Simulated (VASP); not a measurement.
## K: single point with PBE

K:

```
K
1.0
    -2.64171    2.64171    2.64171
     2.64171   -2.64171    2.64171
     2.64171    2.64171   -2.64171
K
1
Direct
  0.00000 0.00000 0.00000
```

```
Program             : VASP 6.6.1
Task                : single point
Functional          : PBE
Potentials or basis : VASP PAW PBE potentials, release 64 (K_sv)
Cutoff              : 520 eV
k mesh              : 9 × 9 × 9
Occupations         : methfessel-paxton, width 0.3 eV
Spin                : no spin polarisation
```

```json
{"Pressure": "0.0 GPa", "Band gap on the k mesh": "zero (an odd number of electrons rules out a gap without spin polarisation)"}
```

Levels at points of the mesh, in eV from the Fermi level:
| k point | band 2 | band 3 | band 4 | band 5 | band 6 | band 7 |
| --- | --- | --- | --- | --- | --- | --- |
| (0.00, 0.00, 0.00) | -15.60 | -15.60 | -15.60 | -2.17 | 4.27 | 4.27 |

Run time: 35 s on 1 thread of AMD EPYC 7R13, on a shared host, peak memory 0.17 GiB.

Caveat: so wide a smearing shifts energies and pressures.
